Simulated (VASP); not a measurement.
# LiF2 (Imm2) in VASP: single point with PBE

Aim: the single point of LiF2 with PBE.

Program: VASP 6.6.1. These are calculated values, not measurements. Logs are shortened: lines on timing, memory, paths and dates and some standing lists are left out, and cuts for length are marked.

## 1. The cell of the first run

It takes space group Imm2 (No. 44, orthorhombic). The conventional cell has a = 3.134 Å, b = 4.084 Å, c = 5.066 Å, α = 90.00°, β = 90.00°, γ = 90.00°. Within 2.7 Å of Li (site symmetry mm2) lie 6 F at 2.02 to 2.03 Å. F (site symmetry m) has 3 Li at 2.02 to 2.03 Å and 2 F at 2.04 to 2.05 Å within 2.7 Å.

The cell was generated, and may not be a known phase.

## 2. Single point, PBE

Input file INCAR:

```
ALGO     = Normal         # electronic algorithm
EDIFF    = 1E-6           # SCF threshold, eV
ENCUT    = 520            # plane-wave cutoff, eV
GGA      = PE             # functional
ISIF     = 2              # what is computed and relaxed
ISMEAR   = 0              # smearing method
LASPH    = T              # aspherical terms in the spheres
LCHARG   = F              # write CHGCAR
LREAL    = F              # projectors in reciprocal space
LWAVE    = F              # write WAVECAR
NBANDS   = 26             # bands
NELM     = 60             # most SCF steps
PREC     = Accurate       # precision mode
SIGMA    = 0.1            # smearing width, eV
```

Input file KPOINTS:

```
k-points
0
Gamma
  4 4 4
```

Input file POSCAR:

```
LiF2
1.0
    4.0842473288      0.0000000000      0.0000000000
    0.0000000000      3.1339524217      0.0000000000
    0.0000000000      0.0000000000      5.0660416518
Li F
2 4
Direct
    0.0000000000      0.7499934711      0.2844340463
    0.5000000000      0.2500065289      0.7844340463
    0.2493567848      0.2499868635      0.4403002571
    0.7506432152      0.2499868635      0.4403002571
    0.2506432152      0.7500131365      0.9403002571
    0.7493567848      0.7500131365      0.9403002571
```

Potentials or basis: VASP PAW PBE potentials, release 64 (Li_sv, F).

Launch:

```
cat potpaw_PBE.64/Li_sv/POTCAR potpaw_PBE.64/F/POTCAR > POTCAR
mpirun -np 1 vasp_std > vasp.out
```

OUTCAR:

```text
EDIFF = 1E-6
   ENCUT = 520
   GGA = PE
   ISIF = 2
   ISMEAR = 0
   LASPH = T
   LREAL = F
   NELM = 60
   PREC = Accurate

 ion  position               nearest neighbor table
   1  0.000  0.750  0.284-   5 2.02   6 2.02   3 2.03   4 2.03   3 2.03   4 2.03
   2  0.500  0.250  0.784-   3 2.02   4 2.02   5 2.03   6 2.03   5 2.03   6 2.03
   3  0.249  0.250  0.440-   2 2.02   1 2.03   1 2.03
   4  0.751  0.250  0.440-   2 2.02   1 2.03   1 2.03
   5  0.251  0.750  0.940-   1 2.02   2 2.03   2 2.03
   6  0.749  0.750  0.940-   1 2.02   2 2.03   2 2.03

  LATTYP: Found a simple orthorhombic cell.
 ALAT       =     3.1339524217
 B/A-ratio  =     1.3032256969
 C/A-ratio  =     1.6165024130

  Lattice vectors:

 A1 = (   0.0000000000,  -3.1339524217,   0.0000000000)
 A2 = (   4.0842473288,   0.0000000000,   0.0000000000)
 A3 = (   0.0000000000,   0.0000000000,   5.0660416518)

Analysis of symmetry for initial positions (statically):
=====================================================================
 Subroutine PRICEL returns:
 Original cell was already a primitive cell.

 Routine SETGRP: Setting up the symmetry group for a
 simple orthorhombic supercell.

 Subroutine GETGRP returns: Found  4 space group operations
 (whereof  2 operations were pure point group operations)
 out of a pool of  8 trial point group operations.

The static configuration has the point symmetry C_1h.
 The point group associated with its full space group is C_2v.

Analysis of symmetry for dynamics (positions and initial velocities):
=====================================================================
 Subroutine PRICEL returns:
 Original cell was already a primitive cell.

 Routine SETGRP: Setting up the symmetry group for a
 simple orthorhombic supercell.

 Subroutine GETGRP returns: Found  4 space group operations
 (whereof  2 operations were pure point group operations)
 out of a pool of  8 trial point group operations.

The dynamic configuration has the point symmetry C_1h.
 The point group associated with its full space group is C_2v.

 Subroutine INISYM returns: Found  4 space group operations
 (whereof  2 operations are pure point group operations),
 and found     1 'primitive' translations

----------------------------------------------------------------------------------------

                                     Primitive cell

  volume of cell :      64.8445

  direct lattice vectors                    reciprocal lattice vectors
     4.084247329  0.000000000  0.000000000     0.244843155  0.000000000  0.000000000
     0.000000000  3.133952422  0.000000000     0.000000000  0.319085891  0.000000000
     0.000000000  0.000000000  5.066041652     0.000000000  0.000000000  0.197392771

  length of vectors
     4.084247329  3.133952422  5.066041652     0.244843155  0.319085891  0.197392771

  position of ions in fractional coordinates (direct lattice)
     0.000000000  0.749993471  0.284434046
     0.500000000  0.250006529  0.784434046
     0.249356785  0.249986863  0.440300257
     0.750643215  0.249986863  0.440300257
     0.250643215  0.750013137  0.940300257
     0.749356785  0.750013137  0.940300257

  ion indices of the primitive-cell ions
   primitive index   ion index
                 1           1
                 2           2
                 3           3
                 4           4
                 5           5
                 6           6

----------------------------------------------------------------------------------------

 KPOINTS: k-points

Automatic generation of k-mesh.
 Grid dimensions read from file:
 generate k-points for:    4    4    4

 Generating k-lattice:

  Cartesian coordinates                     Fractional coordinates (reciprocal lattice)
     0.061210789  0.000000000  0.000000000     0.250000000  0.000000000  0.000000000
     0.000000000  0.079771473  0.000000000     0.000000000  0.250000000  0.000000000
     0.000000000  0.000000000  0.049348193     0.000000000  0.000000000  0.250000000

  Length of vectors
     0.061210789  0.079771473  0.049348193

  Shift w.r.t. Gamma in fractional coordinates (k-lattice)
     0.000000000  0.000000000  0.000000000

 Subroutine IBZKPT returns following result:
 ===========================================

 Found     27 irreducible k-points:

 Following reciprocal coordinates:
            Coordinates               Weight
  0.000000  0.000000  0.000000      1.000000
  0.250000  0.000000  0.000000      2.000000
  0.500000  0.000000  0.000000      1.000000
  0.000000  0.250000  0.000000      2.000000
  0.250000  0.250000  0.000000      4.000000
  0.500000  0.250000  0.000000      2.000000
[... 16 lines left out ...]
  0.250000  0.250000  0.500000      4.000000
  0.500000  0.250000  0.500000      2.000000
 [... further k-points ...]
   k-points           NKPTS =     27   k-points in BZ     NKDIM =     27   number of bands    NBANDS=     26
   number of dos      NEDOS =    301   number of ions     NIONS =      6
   total plane-waves  NPLWV =  28800
   dimension x,y,z NGX =    30 NGY =   24 NGZ =   40
   dimension x,y,z NGXF=    60 NGYF=   48 NGZF=   80
   ions per type =               2   4
   NGX,Y,Z   is equivalent  to a cutoff of  12.21, 12.73, 13.13 a.u.
   NGXF,Y,Z  is equivalent  to a cutoff of  24.42, 25.46, 26.25 a.u.
 SYSTEM =  unknown system
   PREC   = accura    normal or accurate (medium, high low for compatibility)
   ISTART =      0    job   : 0-new  1-cont  2-samecut
   ICHARG =      2    charge: 1-file 2-atom 10-const
   ISPIN  =      1    spin polarized calculation?
   LNONCOLLINEAR =      F non collinear calculations
   LSORBIT =      F    spin-orbit coupling
   LASPH  =      T    aspherical Exc in radial PAW
   ENCUT  =  520.0 eV  38.22 Ry    6.18 a.u.   7.59  5.83  9.42*2*pi/ulx,y,z
   NELM   =     60;   NELMIN=  2; NELMDL= -5     # of ELM steps
   EDIFF  = 0.1E-05   stopping-criterion for ELM
   LREAL  =      F    real-space projection
   EDIFFG = 0.1E-04   stopping-criterion for IOM
   NSW    =      0    number of steps for IOM
   IBRION =     -1    ionic relax: 0-MD 1-quasi-New 2-CG
   NFREE  =      0    steps in history (QN), initial steepest desc. (CG)
   ISIF   =      2    stress and relaxation
   ISYM   =      2    0-nonsym 1-usesym 2-fastsym
   POTIM  = 0.5000    time-step for ionic-motion
   TEBEG  =    0.0;   TEEND  =   0.0 temperature during run
   PSTRESS=    0.0 pullay stress
   NELECT =      34.0000    total number of electrons
   NUPDOWN=      -1.0000    fix difference up-down
   EMIN   =  10.00;   EMAX   =-10.00  energy-range for DOS
   EFERMI =   0.00;   METHOD = LEGACY
   ISMEAR =     0;   SIGMA  =   0.10  broadening in eV -4-tet -1-fermi 0-gaus
   EFERMI_NEDOS =   21; number of points for ismear=-14 and -15
   IALGO  =     38    algorithm
   IMIX   =      4    mixing-type and parameters
     AMIX     =   0.40;   BMIX     =  1.00
     AMIX_MAG =   1.60;   BMIX_MAG =  1.00
  volume/ion in A,a.u.               =      10.81        72.93
  Fermi-wavevector in a.u.,A,eV,Ry     =   1.320110  2.494646 23.710737  1.742690
  Thomas-Fermi vector in A             =   2.449960
   LORBIT       =      0    0 simple, 1 ext, 2 COOP (PROOUT), +10 PAW based schemes
   GGA     = PE    functional components
   LHFCALC =     F    Hartree Fock is set to
   AEXX    =    0.0000 exact exchange contribution
   IVDW    =     0    specifies the selected vdW correction
   LEPSILON=     F    determine dielectric tensor
   LRPA    =     F    only Hartree local field effects (RPA)
 non-spin polarized calculation
 Gauss-broadening in eV      SIGMA  =   0.10
  energy-cutoff  :      520.00
  volume of cell :       64.84
 maximum number of plane-waves:      1776
   NGX = 15   NGY = 11   NGZ = 19

 number of electron      34.0000003 magnetization

 Free energy of the ion-electron system (eV)
  ---------------------------------------------------
  ext. energy  EPLUGINS =         0.00000000
  ---------------------------------------------------
  free energy    TOTEN  =       -22.24879724 eV

  energy without entropy =      -22.19837516  energy(sigma->0) =      -22.22358620

 E-fermi :  -2.2172     XC(G=0):  -8.8495

 val. band max:       -2.2176345714   @ k =   0.2500   0.2500   0.5000
 cond. band min:      -2.1996979941   @ k =   0.2500   0.5000   0.5000
 fundamental gap:      0.0179365773
 Fermi energy:        -2.2172419914

 k-point     1 :       0.0000    0.0000    0.0000
  band No.  band energies     occupation
      1     -44.0574      2.00000
      2     -44.0490      2.00000
      3     -24.0049      2.00000
      4     -23.7854      2.00000
      5     -22.1604      2.00000
      6     -21.9461      2.00000
[... 18 lines left out ...]
     25      14.6035      0.00000
     26      14.9394      0.00000

 k-point     2 :       0.2500    0.0000    0.0000
  band No.  band energies     occupation
      1     -44.0561      2.00000
      2     -44.0501      2.00000
      3     -23.7778      2.00000
      4     -23.5578      2.00000
      5     -22.4832      2.00000
      6     -22.2673      2.00000
[... 18 lines left out ...]
     25      14.9788      0.00000
     26      16.4273      0.00000

 k-point     3 :       0.5000    0.0000    0.0000
  band No.  band energies     occupation
      1     -44.0529      2.00000
      2     -44.0529      2.00000
      3     -23.1815      2.00000
      4     -23.1815      2.00000
      5     -22.9528      2.00000
      6     -22.9528      2.00000
[... 18 lines left out ...]
     25      15.8205      0.00000
     26      15.8205      0.00000

 k-point     4 :       0.0000    0.2500    0.0000
  band No.  band energies     occupation
      1     -44.0520      2.00000
      2     -44.0461      2.00000
      3     -23.9463      2.00000
      4     -23.7896      2.00000
      5     -22.0952      2.00000
      6     -21.9425      2.00000
[... 18 lines left out ...]
     25      13.9991      0.00000
     26      14.6858      0.00000
[... 496 lines left out ...]
      1     -44.0490      2.00000
      2     -44.0490      2.00000
      3     -23.8690      2.00000
      4     -23.8690      2.00000
      5     -22.0194      2.00000
      6     -22.0194      2.00000
[... 18 lines left out ...]
     25      13.6609      0.00000
     26      13.6609      0.00000

 k-point    23 :       0.2500    0.2500    0.5000
  band No.  band energies     occupation
      1     -44.0489      2.00000
      2     -44.0489      2.00000
      3     -23.6409      2.00000
      4     -23.6409      2.00000
      5     -22.3420      2.00000
      6     -22.3420      2.00000
[... 18 lines left out ...]
     25      14.8764      0.00000
     26      14.8764      0.00000

 k-point    24 :       0.5000    0.2500    0.5000
  band No.  band energies     occupation
      1     -44.0488      2.00000
      2     -44.0488      2.00000
      3     -23.0853      2.00000
      4     -23.0853      2.00000
      5     -22.9889      2.00000
      6     -22.9889      2.00000
[... 18 lines left out ...]
     25      15.0833      0.00000
     26      15.0833      0.00000

 [... further k-points ...]
[... 5 lines left out ...]
  --------------------------------------------------------------------------------------
  -------------------------------------------------------------------------------------
  Total       -0.1663088     -0.2058827     -0.0448425      0.0000000      0.0000000      0.0000000
  in kB       -4.1091559     -5.0869472     -1.1079690      0.0000000      0.0000000      0.0000000
  external PRESSURE =      -3.4346907 kB  Pullay stress =       0.0000000 kB

 VOLUME and BASIS-vectors are now :
 -----------------------------------------------------------------------------
  energy-cutoff  :      520.00
  volume of cell :       64.84
      direct lattice vectors                 reciprocal lattice vectors
     4.084247329  0.000000000  0.000000000     0.244843155  0.000000000  0.000000000
     0.000000000  3.133952422  0.000000000     0.000000000  0.319085891  0.000000000
     0.000000000  0.000000000  5.066041652     0.000000000  0.000000000  0.197392771

 POSITION                                       TOTAL-FORCE (eV/Angst)
 -----------------------------------------------------------------------------------
      0.00000      2.35044      1.44095        -0.000000     -0.000033     -0.001155
      2.04212      0.78351      3.97398        -0.000000      0.000033     -0.001155
      1.01843      0.78345      2.23058         0.002397      0.000060      0.000577
      3.06581      0.78345      2.23058        -0.002397      0.000060      0.000577
      1.02369      2.35051      4.76360        -0.002397     -0.000060      0.000577
      3.06056      2.35051      4.76360         0.002397     -0.000060      0.000577
 -----------------------------------------------------------------------------------
    total drift:                                0.000000     -0.000000     -0.001595

  FREE ENERGIE OF THE ION-ELECTRON SYSTEM (eV)
  ---------------------------------------------------
  free  energy   TOTEN  =       -22.2487972406 eV

  energy  without entropy=      -22.1983751579  energy(sigma->0) =      -22.22358620
```

Wall time 15 s (1 thread of Intel Xeon 6975P-C (Granite Rapids), shared host); peak memory 0.18 GiB.

Results:

| Quantity | Value |
| --- | --- |
| Free energy | -22.2488 eV |
| Band gap on the k mesh | zero (bands 17 and 18 overlap by 2.72 eV) |

Forces in eV/Å, atoms in the order of the input:
```
Li   0.000  0.000 -0.001
Li   0.000  0.000 -0.001
F    0.002  0.000  0.001
F   -0.002  0.000  0.001
F   -0.002  0.000  0.001
F    0.002  0.000  0.001
```

Levels at points of the mesh, in eV from the Fermi level:
```csv
k point,band 14,band 15,band 16,band 17,band 18,band 19,band 20,band 21
"(0.00, 0.00, 0.00)",-1.13,-0.86,-0.75,0.89,0.95,7.93,11.41,13.25
"(0.50, 0.00, 0.00)",-1.95,-1.50,-1.50,-1.31,-1.31,9.61,9.61,12.99
"(0.00, 0.50, 0.00)",-1.65,-1.23,-1.23,0.94,0.94,11.47,11.47,14.38
"(0.50, 0.50, 0.00)",-2.17,-1.87,-1.87,-1.78,-1.78,11.98,11.98,13.67
"(0.00, 0.00, 0.50)",-1.34,-1.00,-1.00,0.92,0.92,9.55,9.55,14.82
"(0.50, 0.00, 0.50)",-1.83,-1.79,-1.79,-1.63,-1.63,10.40,10.40,12.24
"(0.00, 0.50, 0.50)",-1.91,-0.95,-0.95,0.94,0.94,11.39,11.39,13.58
"(0.50, 0.50, 0.50)",-2.11,-1.60,-1.60,-1.57,-1.57,12.58,12.58,13.22
```

Caveat: the k points lie up to 0.50 Å⁻¹ apart, too coarse for converged energies and pressures of a metal; the cutoff is under 1.25 times the usual one of these potentials, so pressure, stress and relaxed cells hold a basis-set (Pulay) error.
